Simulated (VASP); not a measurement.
# Sn (I4_1/amd) in VASP: single point with r2SCAN

Aim: the single point of Sn with r2SCAN.

All numbers are computed with VASP 6.6.1; they aren't measurements. Logs are shortened: lines on timing, memory, paths and dates and some standing lists are left out, and cuts for length are marked.

### 1 The cell of the first run

It takes space group I4_1/amd (No. 141, tetragonal). The conventional cell has a = 4.653 Å, b = 4.653 Å, c = 6.317 Å, α = 90.00°, β = 90.00°, γ = 90.00°. Sn (site symmetry -4m2) has 4 Sn at 2.81 Å within 3.7 Å.

### 2 Single point, r2SCAN

Input file POSCAR:

```
Sn
1.0
    0.0000000000      3.2900657995      3.1584631675
    3.2900657995      0.0000000000      3.1584631675
    3.2900657995      3.2900657995      0.0000000000
Sn
2
Direct
    0.5000000000      0.5000000000      0.5000000000
    0.7500000000      0.7500000000      0.7500000000
```

Input file INCAR.step1:

```
PREC = Accurate ; ENCUT = 520
ISMEAR = 0 ; SIGMA = 0.15
LREAL = F ; LASPH = T
NELM = 100 ; NBANDS = 21
GGA = PE ; ALGO = Normal
EDIFF = 1E-4 ; LWAVE = T
LCHARG = F
```

Input file INCAR.step2:

```
PREC = Accurate ; ENCUT = 520
EDIFF = 1E-6 ; ISMEAR = 0
SIGMA = 0.15 ; LREAL = F
LASPH = T ; NELM = 100
ALGO = Normal ; ISIF = 2
LWAVE = F ; LCHARG = T
METAGGA = R2SCAN ; LMIXTAU = T
LELF = T ; LVHAR = T
NBANDS = 21 ; ISTART = 1
```

Input file KPOINTS:

```
regular mesh
0
Gamma
  10 10 10
```

Potentials or basis: VASP PAW PBE potentials, release 64 (Sn_d).

Launch:

```sh
$ cat potpaw_PBE.64/Sn_d/POTCAR > POTCAR
$ cp INCAR.step1 INCAR
$ mpirun -np 1 vasp_std > vasp.out
$ cp INCAR.step2 INCAR
$ mpirun -np 1 vasp_std > vasp.out
```

OUTCAR:

```text
PREC = Accurate
   ENCUT = 520
   EDIFF = 1E-6
   ISMEAR = 0
   LREAL = F
   LASPH = T
   NELM = 100
   ISIF = 2
   METAGGA = R2SCAN
   ISTART = 1

 ion  position               nearest neighbor table
   1  0.500  0.500  0.500-   2 2.81   2 2.81   2 2.81   2 2.81
   2  0.750  0.750  0.750-   1 2.81   1 2.81   1 2.81   1 2.81

  LATTYP: Found a body centered tetragonal cell.
 ALAT       =     4.6528556748
 C/A-ratio  =     1.3576450199

  Lattice vectors:

 A1 = (   0.0000000000,  -3.2900657995,  -3.1584631675)
 A2 = (   0.0000000000,   3.2900657995,  -3.1584631675)
 A3 = (   3.2900657995,   0.0000000000,   3.1584631675)

Analysis of symmetry for initial positions (statically):
=====================================================================
 Subroutine PRICEL returns:
 Original cell was already a primitive cell.

 Routine SETGRP: Setting up the symmetry group for a
 body centered tetragonal supercell.

 Subroutine GETGRP returns: Found 16 space group operations
 (whereof  8 operations were pure point group operations)
 out of a pool of 16 trial point group operations.

The static configuration has the point symmetry D_2d.
 The point group associated with its full space group is D_4h.

Analysis of symmetry for dynamics (positions and initial velocities):
=====================================================================
 Subroutine PRICEL returns:
 Original cell was already a primitive cell.

 Routine SETGRP: Setting up the symmetry group for a
 body centered tetragonal supercell.

 Subroutine GETGRP returns: Found 16 space group operations
 (whereof  8 operations were pure point group operations)
 out of a pool of 16 trial point group operations.

The dynamic configuration has the point symmetry D_2d.
 The point group associated with its full space group is D_4h.

 Subroutine INISYM returns: Found 16 space group operations
 (whereof  8 operations are pure point group operations),
 and found     1 'primitive' translations

----------------------------------------------------------------------------------------

                                     Primitive cell

  volume of cell :      68.3778

  direct lattice vectors                    reciprocal lattice vectors
     0.000000000  3.290065800  3.158463167    -0.151972644  0.151972644  0.158304838
     3.290065800  0.000000000  3.158463167     0.151972644 -0.151972644  0.158304838
     3.290065800  3.290065800  0.000000000     0.151972644  0.151972644 -0.158304838

  length of vectors
     4.560748025  4.560748025  4.652855675     0.266930311  0.266930311  0.266930311

  position of ions in fractional coordinates (direct lattice)
     0.500000000  0.500000000  0.500000000
     0.750000000  0.750000000  0.750000000

  ion indices of the primitive-cell ions
   primitive index   ion index
                 1           1
                 2           2

----------------------------------------------------------------------------------------

 KPOINTS: regular mesh

Automatic generation of k-mesh.
 Grid dimensions read from file:
 generate k-points for:   10   10   10

 Generating k-lattice:

  Cartesian coordinates                     Fractional coordinates (reciprocal lattice)
    -0.015197264  0.015197264  0.015830484     0.100000000  0.000000000  0.000000000
     0.015197264 -0.015197264  0.015830484     0.000000000  0.100000000  0.000000000
     0.015197264  0.015197264 -0.015830484     0.000000000  0.000000000  0.100000000

  Length of vectors
     0.026693031  0.026693031  0.026693031

  Shift w.r.t. Gamma in fractional coordinates (k-lattice)
     0.000000000  0.000000000  0.000000000

 Subroutine IBZKPT returns following result:
 ===========================================

 Found    102 irreducible k-points:

 Following reciprocal coordinates:
            Coordinates               Weight
  0.000000  0.000000  0.000000      1.000000
  0.100000  0.000000  0.000000      8.000000
  0.200000  0.000000  0.000000      8.000000
  0.300000  0.000000  0.000000      8.000000
  0.400000  0.000000  0.000000      8.000000
  0.500000  0.000000  0.000000      4.000000
[... 16 lines left out ...]
  0.300000  0.300000  0.000000      2.000000
  0.400000  0.300000  0.000000      8.000000
 [... further k-points ...]
   k-points           NKPTS =    102   k-points in BZ     NKDIM =    102   number of bands    NBANDS=     21
   number of dos      NEDOS =    301   number of ions     NIONS =      2
   total plane-waves  NPLWV =  46656
   dimension x,y,z NGX =    36 NGY =   36 NGZ =   36
   dimension x,y,z NGXF=    72 NGYF=   72 NGZF=   72
   ions per type =               2
   NGX,Y,Z   is equivalent  to a cutoff of  13.12, 13.12, 12.86 a.u.
   NGXF,Y,Z  is equivalent  to a cutoff of  26.25, 26.25, 25.73 a.u.
 SYSTEM =  unknown system
   PREC   = accura    normal or accurate (medium, high low for compatibility)
   ISTART =      1    job   : 0-new  1-cont  2-samecut
   ICHARG =      0    charge: 1-file 2-atom 10-const
   ISPIN  =      1    spin polarized calculation?
   LNONCOLLINEAR =      F non collinear calculations
   LSORBIT =      F    spin-orbit coupling
   LASPH  =      T    aspherical Exc in radial PAW
   ENCUT  =  520.0 eV  38.22 Ry    6.18 a.u.   8.48  8.48  8.65*2*pi/ulx,y,z
   NELM   =    100;   NELMIN=  2; NELMDL=  0     # of ELM steps
   EDIFF  = 0.1E-05   stopping-criterion for ELM
   LREAL  =      F    real-space projection
   EDIFFG = 0.1E-04   stopping-criterion for IOM
   NSW    =      0    number of steps for IOM
   IBRION =     -1    ionic relax: 0-MD 1-quasi-New 2-CG
   NFREE  =      0    steps in history (QN), initial steepest desc. (CG)
   ISIF   =      2    stress and relaxation
   ISYM   =      2    0-nonsym 1-usesym 2-fastsym
   POTIM  = 0.5000    time-step for ionic-motion
   TEBEG  =    0.0;   TEEND  =   0.0 temperature during run
   PSTRESS=    0.0 pullay stress
   NELECT =      28.0000    total number of electrons
   NUPDOWN=      -1.0000    fix difference up-down
   EMIN   =  10.00;   EMAX   =-10.00  energy-range for DOS
   EFERMI =   0.00;   METHOD = LEGACY
   ISMEAR =     0;   SIGMA  =   0.15  broadening in eV -4-tet -1-fermi 0-gaus
   EFERMI_NEDOS =   21; number of points for ismear=-14 and -15
   IALGO  =     38    algorithm
   IMIX   =      4    mixing-type and parameters
     AMIX     =   0.40;   BMIX     =  1.00
     AMIX_MAG =   1.60;   BMIX_MAG =  1.00
  volume/ion in A,a.u.               =      34.19       230.72
  Fermi-wavevector in a.u.,A,eV,Ry     =   1.215689  2.297319 20.108049  1.477900
  Thomas-Fermi vector in A             =   2.351068
   LORBIT       =      0    0 simple, 1 ext, 2 COOP (PROOUT), +10 PAW based schemes
   METAGGA = R2SCAN    functional components
   LHFCALC =     F    Hartree Fock is set to
   AEXX    =    0.0000 exact exchange contribution
   IVDW    =     0    specifies the selected vdW correction
   LEPSILON=     F    determine dielectric tensor
   LRPA    =     F    only Hartree local field effects (RPA)
 non-spin polarized calculation
 Gauss-broadening in eV      SIGMA  =   0.15
  energy-cutoff  :      520.00
  volume of cell :       68.38
 maximum number of plane-waves:      1883
 NGX is ok and might be reduce to    36
   NGX = 17   NGY = 17   NGZ = 17

 number of electron      27.9999991 magnetization

 Free energy of the ion-electron system (eV)
  ---------------------------------------------------
  ext. energy  EPLUGINS =         0.00000000
  ---------------------------------------------------
  free energy    TOTEN  =       -49.47374234 eV

  energy without entropy =      -49.47270159  energy(sigma->0) =      -49.47322197

 E-fermi :   5.5987     XC(G=0):  -9.5900

 val. band max:        5.4848843375   @ k =   0.0000   0.0000   0.0000
 cond. band min:       5.6892965099   @ k =   0.5000   0.0000   0.0000
 fundamental gap:      0.2044121724
 Fermi energy:         5.5987423328

 k-point     1 :       0.0000    0.0000    0.0000
  band No.  band energies     occupation
      1     -16.8415      2.00000
      2     -16.8230      2.00000
      3     -16.8230      2.00000
      4     -16.7664      2.00000
      5     -16.7590      2.00000
      6     -16.4492      2.00000
[... 13 lines left out ...]
     20      13.5053      0.00000
     21      14.1310      0.00000

 k-point     2 :       0.1000    0.0000    0.0000
  band No.  band energies     occupation
      1     -16.8459      2.00000
      2     -16.8311      2.00000
      3     -16.8243      2.00000
      4     -16.7545      2.00000
      5     -16.7481      2.00000
      6     -16.4612      2.00000
[... 13 lines left out ...]
     20      12.9055      0.00000
     21      13.2592      0.00000

 k-point     3 :       0.2000    0.0000    0.0000
  band No.  band energies     occupation
      1     -16.8578      2.00000
      2     -16.8439      2.00000
      3     -16.8203      2.00000
      4     -16.7325      2.00000
      5     -16.7274      2.00000
      6     -16.4807      2.00000
[... 13 lines left out ...]
     20      12.5943      0.00000
     21      12.8916      0.00000

 k-point     4 :       0.3000    0.0000    0.0000
  band No.  band energies     occupation
      1     -16.8686      2.00000
      2     -16.8526      2.00000
      3     -16.8126      2.00000
      4     -16.7134      2.00000
      5     -16.7095      2.00000
      6     -16.4959      2.00000
[... 13 lines left out ...]
     20      12.9941      0.00000
     21      13.0596      0.00000

 k-point     5 :       0.4000    0.0000    0.0000
  band No.  band energies     occupation
      1     -16.8748      2.00000
      2     -16.8568      2.00000
      3     -16.8058      2.00000
      4     -16.7023      2.00000
      5     -16.6992      2.00000
      6     -16.5042      2.00000
[... 13 lines left out ...]
     20      13.8942      0.00000
     21      14.0216      0.00000
[... 382 lines left out ...]
     20      13.2845      0.00000
     21      15.0980      0.00000

 k-point    22 :      -0.2000    0.2000    0.0000
  band No.  band energies     occupation
      1     -16.8844      2.00000
      2     -16.8651      2.00000
      3     -16.7927      2.00000
      4     -16.7077      2.00000
      5     -16.6807      2.00000
      6     -16.5222      2.00000
[... 13 lines left out ...]
     20      13.8720      0.00000
     21      14.2073      0.00000

 k-point    23 :       0.3000    0.3000    0.0000
  band No.  band energies     occupation
      1     -16.8562      2.00000
      2     -16.8562      2.00000
      3     -16.8173      2.00000
      4     -16.6916      2.00000
      5     -16.6425      2.00000
      6     -16.5952      2.00000
[... 13 lines left out ...]
     20      14.6391      0.00000
     21      15.1717      0.00000

 k-point    24 :       0.4000    0.3000    0.0000
  band No.  band energies     occupation
      1     -16.8730      2.00000
      2     -16.8628      2.00000
      3     -16.7891      2.00000
      4     -16.6677      2.00000
      5     -16.6232      2.00000
      6     -16.6165      2.00000
[... 13 lines left out ...]
     20      15.3030      0.00000
     21      15.5980      0.00000

 [... further k-points ...]

------------------------ aborting loop because EDIFF is reached ----------------------------------------

  FORCE on cell =-STRESS in cart. coord.  units (eV):
  Direction    XX          YY          ZZ          XY          YZ          ZX
  --------------------------------------------------------------------------------------
  -------------------------------------------------------------------------------------
  Total        0.4757766      0.4757766      1.0501889      0.0000000      0.0000000      0.0000000
  in kB       11.1480439     11.1480439     24.6072475      0.0000000      0.0000000      0.0000000
  external PRESSURE =      15.6344451 kB  Pullay stress =       0.0000000 kB

 VOLUME and BASIS-vectors are now :
 -----------------------------------------------------------------------------
  energy-cutoff  :      520.00
  volume of cell :       68.38
      direct lattice vectors                 reciprocal lattice vectors
     0.000000000  3.290065800  3.158463167    -0.151972644  0.151972644  0.158304838
     3.290065800  0.000000000  3.158463167     0.151972644 -0.151972644  0.158304838
     3.290065800  3.290065800  0.000000000     0.151972644  0.151972644 -0.158304838

 POSITION                                       TOTAL-FORCE (eV/Angst)
 -----------------------------------------------------------------------------------
      3.29007      3.29007      3.15846        -0.000000     -0.000000      0.000000
      4.93510      4.93510      4.73769         0.000000      0.000000      0.000000
 -----------------------------------------------------------------------------------
    total drift:                                0.000000      0.000000      0.000000

  FREE ENERGIE OF THE ION-ELECTRON SYSTEM (eV)
  ---------------------------------------------------
  free  energy   TOTEN  =       -49.4737423438 eV

  energy  without entropy=      -49.4727015925  energy(sigma->0) =      -49.47322197
```

It took 3.5 min on 1 thread of Intel Xeon Platinum 8559C (Emerald Rapids), shared host; peak memory 0.29 GiB.

What came out:

* Free energy: -49.4737 eV
* Pressure: 1.6 GPa
* Band gap on the k mesh: 0.20 eV, indirect (least direct gap 0.28 eV)

Stress tensor (GPa, compression positive):
```
1.11 0.00 0.00
0.00 1.11 0.00
0.00 0.00 2.46
```

Levels at points of the mesh, in eV from the valence-band top:
```csv
k point,band 10,band 11,band 12,band 13,band 14,band 15,band 16,band 17,band 18,band 19
"(0.00, 0.00, 0.00)",-21.90,-11.04,-0.29,0.00,0.00,0.28,2.19,2.38,2.38,5.50
"(0.50, 0.00, 0.00)",-21.85,-9.32,-6.50,-1.33,-1.03,0.20,3.36,3.57,6.06,8.85
"(0.50, 0.50, 0.00)",-21.86,-7.66,-7.66,-2.74,-2.74,0.83,0.83,8.27,8.27,10.00
"(0.50, 0.00, 0.50)",-21.84,-7.82,-7.82,-2.51,-2.51,1.10,1.10,8.15,8.15,9.77
```

Caveat: the PAW data sets were made with another functional, which shifts forces and pressure a little; spin-orbit coupling is left out, which moves the levels of the heavy elements.
